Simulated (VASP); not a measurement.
# Ca2C in VASP: further runs

Ca2C is run at these levels: r2SCAN; tasks: single point.

Program: VASP 6.6.1. These are calculated values, not measurements. Logs are shortened: lines on timing, memory, paths and dates and some standing lists are left out, and cuts for length are marked.

## 1. The cell of the first run

The structure is tetragonal, space group I4/mmm (No. 139). Conventional cell: a = 4.424 Å, b = 4.424 Å, c = 6.237 Å, α = 90.00°, β = 90.00°, γ = 90.00°. C (site symmetry 4/mmm) has 8 Ca at 2.71 Å within 3.6 Å. Ca (site symmetry -4m2) has 4 C at 2.71 Å and 6 Ca at 3.12 to 3.13 Å within 3.6 Å.

## 2. Single point, r2SCAN (uniaxial z strain -0.3%)

POSCAR reads:

```
Ca2C
1.0
    0.0000000000      3.1285803962      3.1182560809
    3.1285803962      0.0000000000      3.1182560809
    3.1285803962      3.1285803962      0.0000000000
C Ca
1 2
Direct
    0.0000000000      0.0000000000      0.0000000000
    0.2500000000      0.2500000000      0.2500000000
    0.7500000000      0.7500000000      0.7500000000
```

INCAR.step1 reads:

```
PREC = Accurate
ENCUT = 520
ISMEAR = 0
SIGMA = 0.01
LREAL = False
LASPH = True
NELM = 60
NBANDS = 19
GGA = PE
ALGO = Normal
EDIFF = 1E-4
LWAVE = True
LCHARG = False
```

INCAR.step2 reads:

```
PREC = Accurate
ENCUT = 520
EDIFF = 1E-6
ISMEAR = 0
SIGMA = 0.01
LREAL = False
LASPH = True
NELM = 60
ALGO = Normal
ISIF = 2
LWAVE = False
LCHARG = False
METAGGA = R2SCAN
LMIXTAU = True
NBANDS = 19
ISTART = 1
```

KPOINTS reads:

```
Automatic mesh
0
Gamma
  8 8 8
```

Potentials or basis: VASP PAW PBE potentials, release 64 (C, Ca_sv).

Launch:

```bash
$ cat potpaw_PBE.64/C/POTCAR potpaw_PBE.64/Ca_sv/POTCAR > POTCAR
$ cp INCAR.step1 INCAR
$ mpirun -np 1 vasp_std > vasp.out
$ cp INCAR.step2 INCAR
$ mpirun -np 1 vasp_std > vasp.out
```

OUTCAR:

```text
PREC = Accurate
   ENCUT = 520
   EDIFF = 1E-6
   ISMEAR = 0
   LREAL = False
   LASPH = True
   NELM = 60
   ISIF = 2
   METAGGA = R2SCAN
   ISTART = 1

 ion  position               nearest neighbor table
   1  0.000  0.000  0.000-
   2  0.250  0.250  0.250-   3 3.12   3 3.12   3 3.13   3 3.13   3 3.13   3 3.13
   3  0.750  0.750  0.750-   2 3.12   2 3.12   2 3.13   2 3.13   2 3.13   2 3.13

  LATTYP: Found a body centered tetragonal cell.
 ALAT       =     4.4244808273
 C/A-ratio  =     1.4095466576

  Lattice vectors:

 A1 = (   0.0000000000,  -3.1285803962,  -3.1182560809)
 A2 = (   0.0000000000,   3.1285803962,  -3.1182560809)
 A3 = (   3.1285803962,   0.0000000000,   3.1182560809)

Analysis of symmetry for initial positions (statically):
=====================================================================
 Subroutine PRICEL returns:
 Original cell was already a primitive cell.

 Routine SETGRP: Setting up the symmetry group for a
 body centered tetragonal supercell.

 Subroutine GETGRP returns: Found 16 space group operations
 (whereof 16 operations were pure point group operations)
 out of a pool of 16 trial point group operations.

The static configuration has the point symmetry D_4h.

Analysis of symmetry for dynamics (positions and initial velocities):
=====================================================================
 Subroutine PRICEL returns:
 Original cell was already a primitive cell.

 Routine SETGRP: Setting up the symmetry group for a
 body centered tetragonal supercell.

 Subroutine GETGRP returns: Found 16 space group operations
 (whereof 16 operations were pure point group operations)
 out of a pool of 16 trial point group operations.

The dynamic configuration has the point symmetry D_4h.

 Subroutine INISYM returns: Found 16 space group operations
 (whereof 16 operations are pure point group operations),
 and found     1 'primitive' translations

----------------------------------------------------------------------------------------

                                     Primitive cell

  volume of cell :      61.0431

  direct lattice vectors                    reciprocal lattice vectors
     0.000000000  3.128580396  3.118256081    -0.159816894  0.159816894  0.160346035
     3.128580396  0.000000000  3.118256081     0.159816894 -0.159816894  0.160346035
     3.128580396  3.128580396  0.000000000     0.159816894  0.159816894 -0.160346035

  length of vectors
     4.417186467  4.417186467  4.424480827     0.277116816  0.277116816  0.277116816

  position of ions in fractional coordinates (direct lattice)
     0.000000000  0.000000000  0.000000000
     0.250000000  0.250000000  0.250000000
     0.750000000  0.750000000  0.750000000

  ion indices of the primitive-cell ions
   primitive index   ion index
                 1           1
                 2           2
                 3           3

----------------------------------------------------------------------------------------

 KPOINTS: Automatic mesh

Automatic generation of k-mesh.
 Grid dimensions read from file:
 generate k-points for:    8    8    8

 Generating k-lattice:

  Cartesian coordinates                     Fractional coordinates (reciprocal lattice)
    -0.019977112  0.019977112  0.020043254     0.125000000  0.000000000  0.000000000
     0.019977112 -0.019977112  0.020043254     0.000000000  0.125000000  0.000000000
     0.019977112  0.019977112 -0.020043254    -0.000000000 -0.000000000  0.125000000

  Length of vectors
     0.034639602  0.034639602  0.034639602

  Shift w.r.t. Gamma in fractional coordinates (k-lattice)
     0.000000000  0.000000000  0.000000000

 Subroutine IBZKPT returns following result:
 ===========================================

 Found     59 irreducible k-points:

 Following reciprocal coordinates:
            Coordinates               Weight
  0.000000  0.000000  0.000000      1.000000
  0.125000  0.000000  0.000000      8.000000
  0.250000  0.000000  0.000000      8.000000
  0.375000  0.000000  0.000000      8.000000
  0.500000  0.000000  0.000000      4.000000
  0.125000  0.125000  0.000000      2.000000
[... 16 lines left out ...]
  0.250000  0.000000  0.125000     16.000000
  0.375000 -0.000000  0.125000     16.000000
 [... further k-points ...]
   k-points           NKPTS =     59   k-points in BZ     NKDIM =     59   number of bands    NBANDS=     19
   number of dos      NEDOS =    301   number of ions     NIONS =      3
   total plane-waves  NPLWV =  46656
   dimension x,y,z NGX =    36 NGY =   36 NGZ =   36
   dimension x,y,z NGXF=    72 NGYF=   72 NGZF=   72
   ions per type =               1   2
   NGX,Y,Z   is equivalent  to a cutoff of  13.55, 13.55, 13.53 a.u.
   NGXF,Y,Z  is equivalent  to a cutoff of  27.10, 27.10, 27.05 a.u.
 SYSTEM =  unknown system
   PREC   = accura    normal or accurate (medium, high low for compatibility)
   ISTART =      1    job   : 0-new  1-cont  2-samecut
   ICHARG =      0    charge: 1-file 2-atom 10-const
   ISPIN  =      1    spin polarized calculation?
   LNONCOLLINEAR =      F non collinear calculations
   LSORBIT =      F    spin-orbit coupling
   LASPH  =      T    aspherical Exc in radial PAW
   ENCUT  =  520.0 eV  38.22 Ry    6.18 a.u.   8.21  8.21  8.23*2*pi/ulx,y,z
   NELM   =     60;   NELMIN=  2; NELMDL=  0     # of ELM steps
   EDIFF  = 0.1E-05   stopping-criterion for ELM
   LREAL  =      F    real-space projection
   EDIFFG = 0.1E-04   stopping-criterion for IOM
   NSW    =      0    number of steps for IOM
   IBRION =     -1    ionic relax: 0-MD 1-quasi-New 2-CG
   NFREE  =      0    steps in history (QN), initial steepest desc. (CG)
   ISIF   =      2    stress and relaxation
   ISYM   =      2    0-nonsym 1-usesym 2-fastsym
   POTIM  = 0.5000    time-step for ionic-motion
   TEBEG  =    0.0;   TEEND  =   0.0 temperature during run
   PSTRESS=    0.0 pullay stress
   NELECT =      24.0000    total number of electrons
   NUPDOWN=      -1.0000    fix difference up-down
   EMIN   =  10.00;   EMAX   =-10.00  energy-range for DOS
   EFERMI =   0.00;   METHOD = LEGACY
   ISMEAR =     0;   SIGMA  =   0.01  broadening in eV -4-tet -1-fermi 0-gaus
   EFERMI_NEDOS =   21; number of points for ismear=-14 and -15
   IALGO  =     38    algorithm
   IMIX   =      4    mixing-type and parameters
     AMIX     =   0.40;   BMIX     =  1.00
     AMIX_MAG =   1.60;   BMIX_MAG =  1.00
  volume/ion in A,a.u.               =      20.35       137.31
  Fermi-wavevector in a.u.,A,eV,Ry     =   1.199315  2.266376 19.570014  1.438355
  Thomas-Fermi vector in A             =   2.335180
   LORBIT       =      0    0 simple, 1 ext, 2 COOP (PROOUT), +10 PAW based schemes
   METAGGA = R2SCAN    functional components
   LHFCALC =     F    Hartree Fock is set to
   AEXX    =    0.0000 exact exchange contribution
   IVDW    =     0    specifies the selected vdW correction
   LEPSILON=     F    determine dielectric tensor
   LRPA    =     F    only Hartree local field effects (RPA)
 non-spin polarized calculation
 Gauss-broadening in eV      SIGMA  =   0.01
  energy-cutoff  :      520.00
  volume of cell :       61.04
 maximum number of plane-waves:      1670
 NGX is ok and might be reduce to    36
   NGX = 17   NGY = 17   NGZ = 17

 number of electron      24.0000003 magnetization

 Free energy of the ion-electron system (eV)
  ---------------------------------------------------
  ext. energy  EPLUGINS =         0.00000000
  ---------------------------------------------------
  free energy    TOTEN  =       -23.30137759 eV

  energy without entropy =      -23.30137759  energy(sigma->0) =      -23.30137759

 E-fermi :   3.4014     XC(G=0):  -9.9898

 val. band max:        3.2488282782   @ k =   0.5000   0.0000   0.5000
 cond. band min:       3.6336370705   @ k =   0.5000   0.0000   0.5000
 fundamental gap:      0.3848087923
 Fermi energy:         3.4014320096

 k-point     1 :       0.0000    0.0000    0.0000
  band No.  band energies     occupation
      1     -38.7287      2.00000
      2     -38.5163      2.00000
      3     -19.0282      2.00000
      4     -19.0127      2.00000
      5     -19.0126      2.00000
      6     -18.5859      2.00000
[... 11 lines left out ...]
     18       9.6009      0.00000
     19      10.3182      0.00000

 k-point     2 :       0.1250    0.0000    0.0000
  band No.  band energies     occupation
      1     -38.7202      2.00000
      2     -38.5240      2.00000
      3     -19.0159      2.00000
      4     -19.0019      2.00000
      5     -18.9986      2.00000
      6     -18.6126      2.00000
[... 11 lines left out ...]
     18       9.3545      0.00000
     19      10.4552      0.00000

 k-point     3 :       0.2500    0.0000    0.0000
  band No.  band energies     occupation
      1     -38.6963      2.00000
      2     -38.5462      2.00000
      3     -18.9847      2.00000
      4     -18.9642      2.00000
      5     -18.9577      2.00000
      6     -18.6847      2.00000
[... 11 lines left out ...]
     18       8.8674      0.00000
     19       9.7376      0.00000

 k-point     4 :       0.3750    0.0000    0.0000
  band No.  band energies     occupation
      1     -38.6610      2.00000
      2     -38.5798      2.00000
      3     -18.9367      2.00000
      4     -18.8998      2.00000
      5     -18.8939      2.00000
      6     -18.7763      2.00000
[... 407 lines left out ...]
     18       9.2256      0.00000
     19       9.9739      0.00000

 k-point    23 :       0.2500    0.0000    0.1250
  band No.  band energies     occupation
      1     -38.7004      2.00000
      2     -38.5421      2.00000
      3     -19.0434      2.00000
      4     -19.0277      2.00000
      5     -18.8555      2.00000
      6     -18.7908      2.00000
[... 11 lines left out ...]
     18       8.9436      0.00000
     19       9.4160      0.00000

 k-point    24 :       0.3750   -0.0000    0.1250
  band No.  band energies     occupation
      1     -38.6707      2.00000
      2     -38.5700      2.00000
      3     -19.0175      2.00000
      4     -18.9959      2.00000
      5     -18.8963      2.00000
      6     -18.7688      2.00000
[... 11 lines left out ...]
     18       8.5030      0.00000
     19       9.2397      0.00000

 [... further k-points ...]

------------------------ aborting loop because EDIFF is reached ----------------------------------------

  FORCE on cell =-STRESS in cart. coord.  units (eV):
  Direction    XX          YY          ZZ          XY          YZ          ZX
  --------------------------------------------------------------------------------------
  -------------------------------------------------------------------------------------
  Total        0.1655078      0.1655078      0.3465561      0.0000000     -0.0000000     -0.0000000
  in kB        4.3440276      4.3440276      9.0959429      0.0000000     -0.0000000     -0.0000000
  external PRESSURE =       5.9279993 kB  Pullay stress =       0.0000000 kB

 VOLUME and BASIS-vectors are now :
 -----------------------------------------------------------------------------
  energy-cutoff  :      520.00
  volume of cell :       61.04
      direct lattice vectors                 reciprocal lattice vectors
     0.000000000  3.128580396  3.118256081    -0.159816894  0.159816894  0.160346035
     3.128580396  0.000000000  3.118256081     0.159816894 -0.159816894  0.160346035
     3.128580396  3.128580396  0.000000000     0.159816894  0.159816894 -0.160346035

 POSITION                                       TOTAL-FORCE (eV/Angst)
 -----------------------------------------------------------------------------------
      0.00000      0.00000      0.00000         0.000000      0.000000     -0.000000
      1.56429      1.56429      1.55913         0.000000      0.000000     -0.000000
      4.69287      4.69287      4.67738         0.000000      0.000000      0.000000
 -----------------------------------------------------------------------------------
    total drift:                                0.000000      0.000000      0.000000

  FREE ENERGIE OF THE ION-ELECTRON SYSTEM (eV)
  ---------------------------------------------------
  free  energy   TOTEN  =       -23.3013775891 eV

  energy  without entropy=      -23.3013775891  energy(sigma->0) =      -23.30137759
```

Wall time 2.1 min (1 thread of Intel Xeon 6975P-C (Granite Rapids), shared host); peak memory 0.25 GiB.

Results:

* Free energy: -23.3014 eV
* Pressure: 0.6 GPa
* Band gap on the k mesh: 0.38 eV

Levels at points of the mesh, in eV from the valence-band top:
```csv
k point,band 9,band 10,band 11,band 12,band 13,band 14,band 15,band 16
"(0.00, 0.00, 0.00)",-8.95,-1.11,-1.11,-1.10,1.12,2.19,2.19,6.31
"(0.50, 0.00, 0.00)",-8.35,-1.95,-0.44,-0.42,3.04,3.33,3.35,4.72
"(0.50, 0.50, 0.00)",-8.21,-1.98,-0.01,-0.01,0.40,2.92,3.13,5.18
"(0.50, 0.00, 0.50)",-8.21,-1.99,-0.01,0.00,0.38,2.95,3.11,5.20
```

Caveat: the cell differs from its parent crystal (uniaxial z strain -0.3%); the PAW data sets were made with another functional, which shifts forces and pressure a little.

## 3. Single point, r2SCAN (strain along [111] +1.9%)

POSCAR reads:

```
Ca2C
1.0
    0.0400458291      3.1686262253      3.1686262253
    3.1686262253      0.0400458291      3.1686262253
    3.1686262253      3.1686262253      0.0400458291
C Ca
1 2
Direct
    0.0000000000      0.0000000000      0.0000000000
    0.2500000000      0.2500000000      0.2500000000
    0.7500000000      0.7500000000      0.7500000000
```

INCAR.step1 reads:

```
SYSTEM = Ca2C
PREC = Accurate
ENCUT = 520
ISMEAR = 0
SIGMA = 0.01
LREAL = .False.
LASPH = .True.
NELM = 80
NBANDS = 19
GGA = PE
ALGO = Normal
EDIFF = 1E-4
LWAVE = .True.
LCHARG = .False.
```

INCAR.step2 reads:

```
SYSTEM = Ca2C
PREC = Accurate
ENCUT = 520
EDIFF = 1E-7
ISMEAR = 0
SIGMA = 0.01
LREAL = .False.
LASPH = .True.
NELM = 80
ALGO = Normal
ISIF = 2
LWAVE = .False.
LCHARG = .False.
METAGGA = R2SCAN
LMIXTAU = .True.
NBANDS = 19
ISTART = 1
```

KPOINTS reads:

```
regular mesh
0
Gamma
  8 8 8
  0 0 0
```

Potentials or basis: VASP PAW PBE potentials, release 64 (C, Ca_sv).

Launch:

```bash
$ cat potpaw_PBE.64/C/POTCAR potpaw_PBE.64/Ca_sv/POTCAR > POTCAR
$ cp INCAR.step1 INCAR
$ mpirun -np 1 vasp_std > vasp.out
$ cp INCAR.step2 INCAR
$ mpirun -np 1 vasp_std > vasp.out
```

It took 2.7 min on 1 thread of Intel Xeon 6975P-C (Granite Rapids), shared host; peak memory 0.26 GiB.

It converged, with:

- Free energy: -23.3001 eV
- Pressure: -0.7 GPa
- Largest force: 0.005 eV/Å
- Band gap on the k mesh: 0.40 eV

Forces on the atoms (eV/Å):
```
C    0.000  0.000  0.000
Ca   0.003  0.003  0.003
Ca  -0.003 -0.003 -0.003
```

Stress tensor (GPa, compression positive):
```
-0.66 -0.20 -0.20
-0.20 -0.66 -0.20
-0.20 -0.20 -0.66
```

Levels at points of the mesh, in eV from the valence-band top:
```csv
k point,band 10,band 11,band 12,band 13,band 14,band 15
"(0.00, 0.00, 0.00)",-1.10,-1.04,-1.04,1.03,2.20,2.20
"(0.50, 0.00, 0.00)",-1.92,-0.44,-0.39,2.99,3.25,3.35
"(0.50, 0.50, 0.00)",-1.97,-0.04,0.00,0.40,2.90,3.10
"(0.50, 0.50, 0.50)",-2.01,-0.40,-0.40,3.13,3.34,3.34
```

Caveat: the cell differs from its parent crystal (strain along [111] +1.9%); the PAW data sets were made with another functional, which shifts forces and pressure a little. A k mesh can miss the band edges.
